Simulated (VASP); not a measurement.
# In3Cu (Im-3m) in VASP: single point with PBE

Aim: the single point of In3Cu with PBE.

All numbers are computed with VASP 6.6.1; they aren't measurements. Logs are shortened: lines on timing, memory, paths and dates and some standing lists are left out, and cuts for length are marked.

### 1 The cell of the first run

The structure is cubic, space group Im-3m (No. 229). The conventional cell has a = 5.873 Å, b = 5.873 Å, c = 5.873 Å, α = 90.00°, β = 90.00°, γ = 90.00°. In (site symmetry 4/mmm) has 4 In at 2.94 Å and 2 Cu at 2.94 Å within 3.9 Å. Cu (site symmetry m-3m) has 6 In at 2.94 Å within 3.9 Å.

### 2 Single point, PBE

Contents of POSCAR:

```
In3Cu
1.0
   -2.9367320347      2.9367320347      2.9367320347
    2.9367320347     -2.9367320347      2.9367320347
    2.9367320347      2.9367320347     -2.9367320347
In Cu
3 1
Direct
    0.0000000000      0.5000000000      0.5000000000
    0.5000000000      0.0000000000      0.5000000000
    0.5000000000      0.5000000000      0.0000000000
    0.0000000000      0.0000000000      0.0000000000
```

Contents of INCAR.step1:

```
SYSTEM = In3Cu
PREC = Accurate
ENCUT = 520
EDIFF = 1E-6
ISMEAR = 0
SIGMA = 0.1
LREAL = .False.
LASPH = .True.
NELM = 120
ALGO = Normal
ISIF = 2
LWAVE = .False.
LCHARG = .True.
LMAXMIX = 4
GGA = PE
NBANDS = 33
GGA_COMPAT = .False.
NEDOS = 2001
LORBIT = 11
```

Contents of KPOINTS.step1:

```
Automatic mesh
0
Gamma
  12 12 12
  0 0 0
```

Contents of INCAR.step2:

```
SYSTEM = In3Cu
PREC = Accurate
ENCUT = 520
EDIFF = 1E-6
ISMEAR = -5
SIGMA = 0.1
LREAL = .False.
LASPH = .True.
NELM = 120
ALGO = Normal
ISIF = 2
LWAVE = .False.
LCHARG = .False.
LMAXMIX = 4
GGA = PE
LORBIT = 11
NBANDS = 33
NEDOS = 2001
ICHARG = 11
GGA_COMPAT = .False.
```

Contents of KPOINTS.step2:

```
Automatic mesh
0
Gamma
  18 18 18
  0 0 0
```

Potentials or basis: VASP PAW PBE potentials, release 64 (In_d, Cu).

Command:

```bash
$ cat potpaw_PBE.64/In_d/POTCAR potpaw_PBE.64/Cu/POTCAR > POTCAR
$ cp INCAR.step1 INCAR
$ cp KPOINTS.step1 KPOINTS
$ mpirun -np 1 vasp_std > vasp.out
$ cp INCAR.step2 INCAR
$ cp KPOINTS.step2 KPOINTS
$ mpirun -np 1 vasp_std > vasp.out
```

OUTCAR:

```text
SYSTEM = In3Cu
   PREC = Accurate
   ENCUT = 520
   EDIFF = 1E-6
   ISMEAR = -5
   LREAL = .False.
   LASPH = .True.
   NELM = 120
   ISIF = 2
   GGA = PE
   LORBIT = 11
   ICHARG = 11

 ion  position               nearest neighbor table
   1  0.000  0.500  0.500-   2 2.94   3 2.94   4 2.94   4 2.94   3 2.94   2 2.94
   2  0.500  0.000  0.500-   1 2.94   3 2.94   4 2.94   3 2.94   4 2.94   1 2.94
   3  0.500  0.500  0.000-   1 2.94   2 2.94   4 2.94   2 2.94   1 2.94   4 2.94
   4  0.000  0.000  0.000-   1 2.94   2 2.94   3 2.94   1 2.94   2 2.94   3 2.94

  LATTYP: Found a body centered cubic cell.
 ALAT       =     5.8734640694

  Lattice vectors:

 A1 = (  -2.9367320347,   2.9367320347,   2.9367320347)
 A2 = (   2.9367320347,  -2.9367320347,   2.9367320347)
 A3 = (   2.9367320347,   2.9367320347,  -2.9367320347)

Analysis of symmetry for initial positions (statically):
=====================================================================
 Subroutine PRICEL returns:
 Original cell was already a primitive cell.

 Routine SETGRP: Setting up the symmetry group for a
 body centered cubic supercell.

 Subroutine GETGRP returns: Found 48 space group operations
 (whereof 48 operations were pure point group operations)
 out of a pool of 48 trial point group operations.

The static configuration has the point symmetry O_h .

Analysis of symmetry for dynamics (positions and initial velocities):
=====================================================================
 Subroutine PRICEL returns:
 Original cell was already a primitive cell.

 Routine SETGRP: Setting up the symmetry group for a
 body centered cubic supercell.

 Subroutine GETGRP returns: Found 48 space group operations
 (whereof 48 operations were pure point group operations)
 out of a pool of 48 trial point group operations.

The dynamic configuration has the point symmetry O_h .

 Subroutine INISYM returns: Found 48 space group operations
 (whereof 48 operations are pure point group operations),
 and found     1 'primitive' translations

----------------------------------------------------------------------------------------

                                     Primitive cell

  volume of cell :     101.3101

  direct lattice vectors                    reciprocal lattice vectors
    -2.936732035  2.936732035  2.936732035     0.000000000  0.170257277  0.170257277
     2.936732035 -2.936732035  2.936732035     0.170257277  0.000000000  0.170257277
     2.936732035  2.936732035 -2.936732035     0.170257277  0.170257277  0.000000000

  length of vectors
     5.086569092  5.086569092  5.086569092     0.240780150  0.240780150  0.240780150

  position of ions in fractional coordinates (direct lattice)
     0.000000000  0.500000000  0.500000000
     0.500000000  0.000000000  0.500000000
     0.500000000  0.500000000  0.000000000
     0.000000000  0.000000000  0.000000000

  ion indices of the primitive-cell ions
   primitive index   ion index
                 1           1
                 2           2
                 3           3
                 4           4

----------------------------------------------------------------------------------------

 KPOINTS: Automatic mesh

Automatic generation of k-mesh.
 Grid dimensions read from file:
 generate k-points for:   18   18   18

 Generating k-lattice:

  Cartesian coordinates                     Fractional coordinates (reciprocal lattice)
     0.000000000  0.009458738  0.009458738     0.055555556  0.000000000  0.000000000
     0.009458738  0.000000000  0.009458738     0.000000000  0.055555556  0.000000000
     0.009458738  0.009458738  0.000000000     0.000000000  0.000000000  0.055555556

  Length of vectors
     0.013376675  0.013376675  0.013376675

  Shift w.r.t. Gamma in fractional coordinates (k-lattice)
     0.000000000  0.000000000  0.000000000

 TETIRR: Found   6794 inequivalent tetrahedra from    34992

 Subroutine IBZKPT returns following result:
 ===========================================

 Found    195 irreducible k-points:

 Following reciprocal coordinates:
            Coordinates               Weight
  0.000000  0.000000  0.000000      1.000000
  0.055556  0.000000  0.000000     12.000000
  0.111111  0.000000  0.000000     12.000000
  0.166667  0.000000  0.000000     12.000000
  0.222222  0.000000  0.000000     12.000000
  0.277778  0.000000  0.000000     12.000000
[... 16 lines left out ...]
  0.333333  0.111111  0.000000     48.000000
  0.388889  0.111111  0.000000     48.000000
 [... further k-points ...]
   k-points           NKPTS =    195   k-points in BZ     NKDIM =    195   number of bands    NBANDS=     33
   number of dos      NEDOS =   2001   number of ions     NIONS =      4
   total plane-waves  NPLWV =  64000
   dimension x,y,z NGX =    40 NGY =   40 NGZ =   40
   dimension x,y,z NGXF=    80 NGYF=   80 NGZF=   80
   ions per type =               3   1
   NGX,Y,Z   is equivalent  to a cutoff of  13.07, 13.07, 13.07 a.u.
   NGXF,Y,Z  is equivalent  to a cutoff of  26.15, 26.15, 26.15 a.u.
 SYSTEM =  In3Cu
   PREC   = accura    normal or accurate (medium, high low for compatibility)
   ISTART =      0    job   : 0-new  1-cont  2-samecut
   ICHARG =     11    charge: 1-file 2-atom 10-const
   ISPIN  =      1    spin polarized calculation?
   LNONCOLLINEAR =      F non collinear calculations
   LSORBIT =      F    spin-orbit coupling
   LASPH  =      T    aspherical Exc in radial PAW
   ENCUT  =  520.0 eV  38.22 Ry    6.18 a.u.   9.46  9.46  9.46*2*pi/ulx,y,z
   NELM   =    120;   NELMIN=  2; NELMDL=  0     # of ELM steps
   EDIFF  = 0.1E-05   stopping-criterion for ELM
   LREAL  =      F    real-space projection
   EDIFFG = 0.1E-04   stopping-criterion for IOM
   NSW    =      0    number of steps for IOM
   IBRION =     -1    ionic relax: 0-MD 1-quasi-New 2-CG
   NFREE  =      0    steps in history (QN), initial steepest desc. (CG)
   ISIF   =      2    stress and relaxation
   ISYM   =      2    0-nonsym 1-usesym 2-fastsym
   POTIM  = 0.5000    time-step for ionic-motion
   TEBEG  =    0.0;   TEEND  =   0.0 temperature during run
   PSTRESS=    0.0 pullay stress
   NELECT =      50.0000    total number of electrons
   NUPDOWN=      -1.0000    fix difference up-down
   EMIN   =  10.00;   EMAX   =-10.00  energy-range for DOS
   EFERMI =   0.00;   METHOD = LEGACY
   ISMEAR =    -5;   SIGMA  =   0.10  broadening in eV -4-tet -1-fermi 0-gaus
   EFERMI_NEDOS =   21; number of points for ismear=-14 and -15
   IALGO  =     38    algorithm
   IMIX   =      4    mixing-type and parameters
     AMIX     =   0.40;   BMIX     =  1.00
     AMIX_MAG =   1.60;   BMIX_MAG =  1.00
  volume/ion in A,a.u.               =      25.33       170.92
  Fermi-wavevector in a.u.,A,eV,Ry     =   1.293741  2.444815 22.772949  1.673765
  Thomas-Fermi vector in A             =   2.425367
   LORBIT       =     11    0 simple, 1 ext, 2 COOP (PROOUT), +10 PAW based schemes
   GGA     = PE    functional components
   LHFCALC =     F    Hartree Fock is set to
   AEXX    =    0.0000 exact exchange contribution
   IVDW    =     0    specifies the selected vdW correction
   LEPSILON=     F    determine dielectric tensor
   LRPA    =     F    only Hartree local field effects (RPA)
 non-spin polarized calculation
 Fermi weights with tetrahedron method with Bloechl corrections
  energy-cutoff  :      520.00
  volume of cell :      101.31
 maximum number of plane-waves:      2751
 NGX is ok and might be reduce to    40

 number of electron      49.9999990 magnetization

 Free energy of the ion-electron system (eV)
  ---------------------------------------------------
  ext. energy  EPLUGINS =         0.00000000
  ---------------------------------------------------
  free energy    TOTEN  =       -10.33050455 eV

  energy without entropy =      -10.33050455  energy(sigma->0) =      -10.33050455

 E-fermi :   6.1488     XC(G=0):  -9.9745

 val. band max:        6.1496443431   @ k =   0.1111   0.1111   0.0556
 cond. band min:       6.0074358069   @ k =  -0.3889  -0.3889   0.1667
 fundamental gap:     -0.1422085362
 Fermi energy:         6.1488480038

 k-point     1 :       0.0000    0.0000    0.0000
  band No.  band energies     occupation
      1      -8.8875      2.00000
      2      -8.8875      2.00000
      3      -8.6133      2.00000
      4      -8.6133      2.00000
      5      -8.6133      2.00000
      6      -8.5810      2.00000
[... 25 lines left out ...]
     32      10.9007      0.00000
     33      10.9007      0.00000

 k-point     2 :       0.0556    0.0000    0.0000
  band No.  band energies     occupation
      1      -8.8852      2.00000
      2      -8.8808      2.00000
      3      -8.6111      2.00000
      4      -8.6105      2.00000
      5      -8.6091      2.00000
      6      -8.5784      2.00000
[... 25 lines left out ...]
     32      10.9841      0.00000
     33      11.0350      0.00000

 k-point     3 :       0.1111    0.0000    0.0000
  band No.  band energies     occupation
      1      -8.8787      2.00000
      2      -8.8609      2.00000
      3      -8.6047      2.00000
      4      -8.6025      2.00000
      5      -8.5968      2.00000
      6      -8.5707      2.00000
[... 25 lines left out ...]
     32      11.2243      0.00000
     33      11.4400      0.00000

 k-point     4 :       0.1667    0.0000    0.0000
  band No.  band energies     occupation
      1      -8.8688      2.00000
      2      -8.8281      2.00000
      3      -8.5945      2.00000
      4      -8.5896      2.00000
      5      -8.5769      2.00000
      6      -8.5577      2.00000
[... 673 lines left out ...]
     32      12.5718      0.00000
     33      13.1186      0.00000

 k-point    23 :       0.3333    0.1111    0.0000
  band No.  band energies     occupation
      1      -8.8067      2.00000
      2      -8.6018      2.00000
      3      -8.5307      2.00000
      4      -8.4989      2.00000
      5      -8.4417      2.00000
      6      -8.4311      2.00000
[... 25 lines left out ...]
     32      12.0320      0.00000
     33      13.7017      0.00000

 k-point    24 :       0.3889    0.1111    0.0000
  band No.  band energies     occupation
      1      -8.8001      2.00000
      2      -8.5353      2.00000
      3      -8.5177      2.00000
      4      -8.4873      2.00000
      5      -8.4044      2.00000
      6      -8.3924      2.00000
[... 25 lines left out ...]
     32      12.6534      0.00000
     33      13.7826      0.00000

 [... further k-points ...]

------------------------ aborting loop because EDIFF is reached ----------------------------------------

  FORCE on cell =-STRESS in cart. coord.  units (eV):
  Direction    XX          YY          ZZ          XY          YZ          ZX
  --------------------------------------------------------------------------------------
  -------------------------------------------------------------------------------------
  Total        0.1255162      0.1255162      0.1255162      0.0000000      0.0000000      0.0000000
  in kB        1.9849854      1.9849854      1.9849854      0.0000000      0.0000000      0.0000000
  external PRESSURE =       1.9849854 kB  Pullay stress =       0.0000000 kB

 VOLUME and BASIS-vectors are now :
 -----------------------------------------------------------------------------
  energy-cutoff  :      520.00
  volume of cell :      101.31
      direct lattice vectors                 reciprocal lattice vectors
    -2.936732035  2.936732035  2.936732035     0.000000000  0.170257277  0.170257277
     2.936732035 -2.936732035  2.936732035     0.170257277  0.000000000  0.170257277
     2.936732035  2.936732035 -2.936732035     0.170257277  0.170257277  0.000000000

 POSITION                                       TOTAL-FORCE (eV/Angst)
 -----------------------------------------------------------------------------------
      2.93673      0.00000      0.00000         0.000000      0.000000     -0.000000
      0.00000      2.93673      0.00000         0.000000     -0.000000      0.000000
      0.00000      0.00000      2.93673        -0.000000      0.000000      0.000000
      0.00000      0.00000      0.00000         0.000000      0.000000     -0.000000
 -----------------------------------------------------------------------------------
    total drift:                               -0.000000     -0.000000      0.000000

  FREE ENERGIE OF THE ION-ELECTRON SYSTEM (eV)
  ---------------------------------------------------
  free  energy   TOTEN  =       -10.3305045545 eV

  energy  without entropy=      -10.3305045545  energy(sigma->0) =      -10.33050455

 total charge

# of ion       s       p       d       tot
------------------------------------------
    1        0.973   0.571   9.845  11.389
    2        0.973   0.571   9.845  11.389
    3        0.973   0.571   9.845  11.389
    4        0.446   0.149   9.226   9.821
--------------------------------------------------
tot          3.366   1.863  38.760  43.989
```

Run time: 9.9 min. Hardware: 1 thread of Oxide Virtual Turin-like, shared host; peak memory 0.6 GiB.

What came out:

```
Valence electrons inside the program's atomic spheres : In 11.39; Cu 9.82
```

Levels at points of the mesh, in eV from the Fermi level:
```tsv
k point	band 22	band 23	band 24	band 25	band 26	band 27	band 28	band 29
(0.00, 0.00, 0.00)	-0.55	-0.55	-0.55	-0.39	-0.39	0.76	0.76	0.76
(0.50, 0.00, 0.00)	-2.28	-2.25	-1.20	-0.84	-0.15	2.72	3.38	3.85
(0.50, 0.50, 0.50)	-2.25	-2.25	-2.25	-1.94	-1.94	3.27	3.27	3.27
```

Caveat: spin-orbit coupling is left out, which moves the levels of the heavy elements.
